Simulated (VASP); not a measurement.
# Mo (P6/mmm) in VASP: notebook

Runs on Mo. Level: PBEsol. Tasks: single point.

Everything below comes from runs of VASP 6.6.1. Logs are shortened: lines on timing, memory, paths and dates and some standing lists are left out, and cuts for length are marked.

### Step 1. The cell of the first run

It takes space group P6/mmm (No. 191, hexagonal). Conventional cell: a = 2.713 Å, b = 2.713 Å, c = 2.535 Å, α = 90.00°, β = 90.00°, γ = 120.00°. Mo (site symmetry 6/mmm) has 8 Mo at 2.53 to 2.71 Å within 3.3 Å.

This isn't the form of Mo at room conditions, which is bcc.

### Step 2. Single point, PBEsol

File INCAR:

```
SYSTEM = Mo
PREC = Accurate ; ENCUT = 520
EDIFF = 1E-6 ; ISMEAR = 0
SIGMA = 0.1 ; LREAL = .FALSE.
LASPH = .TRUE. ; NELM = 60
ALGO = Normal ; ISIF = 2
LWAVE = .FALSE. ; LCHARG = .FALSE.
GGA = PS ; NBANDS = 13
```

File KPOINTS:

```
regular mesh
0
G
  9 9 8
  0 0 0
```

File POSCAR:

```
Mo
1.0
    2.7126311043      0.0000000000      0.0000000000
   -1.3563155522      2.3492074474      0.0000000000
    0.0000000000      0.0000000000      2.5346146881
Mo
1
Direct
    0.0000000000      0.0000000000      0.0000000000
```

Potentials or basis: VASP PAW PBE potentials, release 64 (Mo_sv).

On the command line:

```sh
$ cat potpaw_PBE.64/Mo_sv/POTCAR > POTCAR
$ mpirun -np 1 vasp_std > vasp.out
```

OUTCAR:

```text
SYSTEM = Mo
   PREC = Accurate
   ENCUT = 520
   EDIFF = 1E-6
   ISMEAR = 0
   LREAL = .FALSE.
   LASPH = .TRUE.
   NELM = 60
   ISIF = 2
   GGA = PS

 ion  position               nearest neighbor table
   1  0.000  0.000  0.000-

  LATTYP: Found a hexagonal cell.
 ALAT       =     2.7126311043
 C/A-ratio  =     0.9343750000

  Lattice vectors:

 A1 = (   2.7126311043,   0.0000000000,   0.0000000000)
 A2 = (  -1.3563155522,   2.3492074474,   0.0000000000)
 A3 = (   0.0000000000,   0.0000000000,   2.5346146881)

Analysis of symmetry for initial positions (statically):
=====================================================================
 Subroutine PRICEL returns:
 Original cell was already a primitive cell.

 Routine SETGRP: Setting up the symmetry group for a
 hexagonal supercell.

 Subroutine GETGRP returns: Found 24 space group operations
 (whereof 24 operations were pure point group operations)
 out of a pool of 24 trial point group operations.

The static configuration has the point symmetry D_6h.

Analysis of symmetry for dynamics (positions and initial velocities):
=====================================================================
 Subroutine PRICEL returns:
 Original cell was already a primitive cell.

 Routine SETGRP: Setting up the symmetry group for a
 hexagonal supercell.

 Subroutine GETGRP returns: Found 24 space group operations
 (whereof 24 operations were pure point group operations)
 out of a pool of 24 trial point group operations.

The dynamic configuration has the point symmetry D_6h.

 Subroutine INISYM returns: Found 24 space group operations
 (whereof 24 operations are pure point group operations),
 and found     1 'primitive' translations

----------------------------------------------------------------------------------------

                                     Primitive cell

  volume of cell :      16.1519

  direct lattice vectors                    reciprocal lattice vectors
     2.712631104  0.000000000  0.000000000     0.368645777  0.212837738  0.000000000
    -1.356315552  2.349207447  0.000000000     0.000000000  0.425675477  0.000000000
     0.000000000  0.000000000  2.534614688     0.000000000  0.000000000  0.394537286

  length of vectors
     2.712631104  2.712631104  2.534614688     0.425675477  0.425675477  0.394537286

  position of ions in fractional coordinates (direct lattice)
     0.000000000  0.000000000  0.000000000

  ion indices of the primitive-cell ions
   primitive index   ion index
                 1           1

----------------------------------------------------------------------------------------

 KPOINTS: regular mesh

Automatic generation of k-mesh.
 Grid dimensions read from file:
 generate k-points for:    9    9    8

 Generating k-lattice:

  Cartesian coordinates                     Fractional coordinates (reciprocal lattice)
     0.040960642  0.023648638  0.000000000     0.111111111  0.000000000  0.000000000
     0.000000000  0.047297275  0.000000000     0.000000000  0.111111111  0.000000000
     0.000000000  0.000000000  0.049317161     0.000000000  0.000000000  0.125000000

  Length of vectors
     0.047297275  0.047297275  0.049317161

  Shift w.r.t. Gamma in fractional coordinates (k-lattice)
     0.000000000  0.000000000  0.000000000

 Subroutine IBZKPT returns following result:
 ===========================================

 Found     60 irreducible k-points:

 Following reciprocal coordinates:
            Coordinates               Weight
  0.000000  0.000000  0.000000      1.000000
  0.111111 -0.000000  0.000000      6.000000
  0.222222 -0.000000  0.000000      6.000000
  0.333333 -0.000000  0.000000      6.000000
  0.444444 -0.000000  0.000000      6.000000
  0.111111  0.111111  0.000000      6.000000
[... 16 lines left out ...]
  0.333333  0.222222  0.125000     24.000000
  0.333333  0.333333  0.125000      4.000000
 [... further k-points ...]
   k-points           NKPTS =     60   k-points in BZ     NKDIM =     60   number of bands    NBANDS=     13
   number of dos      NEDOS =    301   number of ions     NIONS =      1
   total plane-waves  NPLWV =   8000
   dimension x,y,z NGX =    20 NGY =   20 NGZ =   20
   dimension x,y,z NGXF=    40 NGYF=   40 NGZF=   40
   ions per type =               1
   NGX,Y,Z   is equivalent  to a cutoff of  12.26, 12.26, 13.12 a.u.
   NGXF,Y,Z  is equivalent  to a cutoff of  24.51, 24.51, 26.24 a.u.
 SYSTEM =  Mo
   PREC   = accura    normal or accurate (medium, high low for compatibility)
   ISTART =      0    job   : 0-new  1-cont  2-samecut
   ICHARG =      2    charge: 1-file 2-atom 10-const
   ISPIN  =      1    spin polarized calculation?
   LNONCOLLINEAR =      F non collinear calculations
   LSORBIT =      F    spin-orbit coupling
   LASPH  =      T    aspherical Exc in radial PAW
   ENCUT  =  520.0 eV  38.22 Ry    6.18 a.u.   5.04  5.04  4.71*2*pi/ulx,y,z
   NELM   =     60;   NELMIN=  2; NELMDL= -5     # of ELM steps
   EDIFF  = 0.1E-05   stopping-criterion for ELM
   LREAL  =      F    real-space projection
   EDIFFG = 0.1E-04   stopping-criterion for IOM
   NSW    =      0    number of steps for IOM
   IBRION =     -1    ionic relax: 0-MD 1-quasi-New 2-CG
   NFREE  =      0    steps in history (QN), initial steepest desc. (CG)
   ISIF   =      2    stress and relaxation
   ISYM   =      2    0-nonsym 1-usesym 2-fastsym
   POTIM  = 0.5000    time-step for ionic-motion
   TEBEG  =    0.0;   TEEND  =   0.0 temperature during run
   PSTRESS=    0.0 pullay stress
   NELECT =      14.0000    total number of electrons
   NUPDOWN=      -1.0000    fix difference up-down
   EMIN   =  10.00;   EMAX   =-10.00  energy-range for DOS
   EFERMI =   0.00;   METHOD = LEGACY
   ISMEAR =     0;   SIGMA  =   0.10  broadening in eV -4-tet -1-fermi 0-gaus
   EFERMI_NEDOS =   21; number of points for ismear=-14 and -15
   IALGO  =     38    algorithm
   IMIX   =      4    mixing-type and parameters
     AMIX     =   0.40;   BMIX     =  1.00
     AMIX_MAG =   1.60;   BMIX_MAG =  1.00
  volume/ion in A,a.u.               =      16.15       109.00
  Fermi-wavevector in a.u.,A,eV,Ry     =   1.560904  2.949681 33.149519  2.436421
  Thomas-Fermi vector in A             =   2.664048
   LORBIT       =      0    0 simple, 1 ext, 2 COOP (PROOUT), +10 PAW based schemes
   GGA     = PS    functional components
   LHFCALC =     F    Hartree Fock is set to
   AEXX    =    0.0000 exact exchange contribution
   IVDW    =     0    specifies the selected vdW correction
   LEPSILON=     F    determine dielectric tensor
   LRPA    =     F    only Hartree local field effects (RPA)
 non-spin polarized calculation
 Gauss-broadening in eV      SIGMA  =   0.10
  energy-cutoff  :      520.00
  volume of cell :       16.15
 maximum number of plane-waves:       447
   NGX = 11   NGY = 11   NGZ =  9

 number of electron      14.0000003 magnetization

 Free energy of the ion-electron system (eV)
  ---------------------------------------------------
  ext. energy  EPLUGINS =         0.00000000
  ---------------------------------------------------
  free energy    TOTEN  =       -10.82868364 eV

  energy without entropy =      -10.82110563  energy(sigma->0) =      -10.82489464

 E-fermi :  11.7983     XC(G=0): -13.2547

 val. band max:       11.7812188622   @ k =   0.3333   0.3333   0.5000
 cond. band min:      11.8015172690   @ k =   0.2222   0.2222   0.5000
 fundamental gap:      0.0202984068
 Fermi energy:        11.7983487753

 k-point     1 :       0.0000    0.0000    0.0000
  band No.  band energies     occupation
      1     -49.1398      2.00000
      2     -22.3625      2.00000
      3     -22.3608      2.00000
      4     -22.3608      2.00000
      5       4.9114      2.00000
      6       7.3219      2.00000
      7      10.9053      2.00000
      8      10.9053      2.00000
      9      16.0664      0.00000
     10      16.0664      0.00000
     11      24.8675      0.00000
     12      27.7665      0.00000
     13      32.5700      0.00000

 k-point     2 :       0.1111   -0.0000    0.0000
  band No.  band energies     occupation
      1     -49.1113      2.00000
      2     -22.5471      2.00000
      3     -22.4023      2.00000
      4     -22.3429      2.00000
      5       5.3867      2.00000
      6       7.5400      2.00000
      7      10.4513      2.00000
      8      11.3630      2.00000
      9      15.5452      0.00000
     10      15.9789      0.00000
     11      25.9536      0.00000
     12      28.7352      0.00000
     13      30.4435      0.00000

 k-point     3 :       0.2222   -0.0000    0.0000
  band No.  band energies     occupation
      1     -49.0383      2.00000
      2     -23.0038      2.00000
      3     -22.5062      2.00000
      4     -22.2930      2.00000
      5       6.4564      2.00000
      6       7.9896      2.00000
      7       9.9391      2.00000
      8      12.6582      0.00000
      9      14.4496      0.00000
     10      15.7640      0.00000
     11      26.5824      0.00000
     12      29.2514      0.00000
     13      29.6989      0.00000
[... 305 lines left out ...]
 k-point    23 :       0.3333    0.2222    0.1250
  band No.  band energies     occupation
      1     -48.8377      2.00000
      2     -23.5954      2.00000
      3     -23.0505      2.00000
      4     -22.4508      2.00000
      5       8.6505      2.00000
      6       9.5375      2.00000
      7      10.1677      2.00000
      8      12.8812      0.00000
      9      13.4783      0.00000
     10      19.2568      0.00000
     11      21.6811      0.00000
     12      23.6980      0.00000
     13      30.6088      0.00000

 k-point    24 :       0.3333    0.3333    0.1250
  band No.  band energies     occupation
      1     -48.8229      2.00000
      2     -23.3798      2.00000
      3     -23.3798      2.00000
      4     -22.4396      2.00000
      5       9.6785      2.00000
      6       9.6785      2.00000
      7       9.7337      2.00000
      8      12.8565      0.00000
      9      12.8565      0.00000
     10      20.6814      0.00000
     11      21.5617      0.00000
     12      21.5617      0.00000
     13      32.7079      0.00000

 [... further k-points ...]

------------------------ aborting loop because EDIFF is reached ----------------------------------------

  FORCE on cell =-STRESS in cart. coord.  units (eV):
  Direction    XX          YY          ZZ          XY          YZ          ZX
  --------------------------------------------------------------------------------------
  -------------------------------------------------------------------------------------
  Total        0.3320579      0.3320579      0.1176846     -0.0000000     -0.0000000      0.0000000
  in kB       32.9382353     32.9382353     11.6736364     -0.0000000     -0.0000000      0.0000000
  external PRESSURE =      25.8500357 kB  Pullay stress =       0.0000000 kB

 VOLUME and BASIS-vectors are now :
 -----------------------------------------------------------------------------
  energy-cutoff  :      520.00
  volume of cell :       16.15
      direct lattice vectors                 reciprocal lattice vectors
     2.712631104  0.000000000  0.000000000     0.368645777  0.212837738  0.000000000
    -1.356315552  2.349207447  0.000000000     0.000000000  0.425675477  0.000000000
     0.000000000  0.000000000  2.534614688     0.000000000  0.000000000  0.394537286

 POSITION                                       TOTAL-FORCE (eV/Angst)
 -----------------------------------------------------------------------------------
      0.00000      0.00000      0.00000         0.000000      0.000000      0.000000
 -----------------------------------------------------------------------------------
    total drift:                               -0.000000      0.000000      0.000000

  FREE ENERGIE OF THE ION-ELECTRON SYSTEM (eV)
  ---------------------------------------------------
  free  energy   TOTEN  =       -10.8286836393 eV

  energy  without entropy=      -10.8211056342  energy(sigma->0) =      -10.82489464
```

Run time: 15 s. Hardware: 1 thread of Intel Xeon 8259CL, shared host; peak memory 0.13 GiB.

What came out:

```yaml
Free_energy: -10.8287 eV
Pressure: 2.6 GPa
Band_gap_on_the_k_mesh: zero (bands 7 and 8 overlap by 1.75 eV)
```

Caveat: the PAW data sets were made with another functional, which shifts forces and pressure a little.

### Step 3. Single point, PBEsol

This run uses another cell than the first one, of 16.25 Å³/atom.

File INCAR:

```
  ALGO = Fast
  EDIFF = 1E-6
  ENCUT = 520
  GGA = PS
  ISIF = 2
  ISMEAR = 0
  LASPH = True
  LCHARG = False
  LREAL = False
  LWAVE = False
  NBANDS = 13
  NELM = 80
  PREC = Accurate
  SIGMA = 0.1
```

File KPOINTS:

```
k-points
0
Gamma
  24 24 22
```

File POSCAR:

```
Mo
1.0
    2.7440229707      0.0000000000      0.0000000000
   -1.3720114854      2.3763936012      0.0000000000
    0.0000000000      0.0000000000      2.4926891425
Mo
1
Direct
    0.0000000000      0.0000000000      0.0000000000
```

Potentials or basis: VASP PAW PBE potentials, release 64 (Mo_sv).

On the command line:

```sh
$ cat potpaw_PBE.64/Mo_sv/POTCAR > POTCAR
$ mpirun -np 1 vasp_std > vasp.out
```

It took 2 min on 1 thread of Intel Xeon 8259CL, shared host; peak memory 0.25 GiB.

Results (log left out):

```
Free energy            : -10.8757 eV
Pressure               : 0.6 GPa
Band gap on the k mesh : zero (bands 7 and 8 overlap by 1.93 eV)
```

Stress tensor (GPa, compression positive):
```
0.50 0.00 0.00
0.00 0.50 0.00
0.00 0.00 0.84
```

Levels at points of the mesh, in eV from the Fermi level:
```csv
k point,band 4,band 5,band 6,band 7,band 8,band 9,band 10,band 11
"(0.00, 0.00, 0.00)",-33.94,-6.82,-4.41,-0.92,-0.92,4.41,4.41,12.86
"(0.50, 0.00, 0.00)",-33.79,-4.95,-3.29,1.01,1.44,3.77,4.40,10.16
"(0.00, 0.00, 0.50)",-34.00,-3.53,0.04,0.04,0.32,0.57,0.57,11.06
"(0.50, 0.00, 0.50)",-34.30,-5.47,-3.21,-0.68,4.83,6.46,6.64,7.44
```

Caveat: the PAW data sets were made with another functional, which shifts forces and pressure a little.
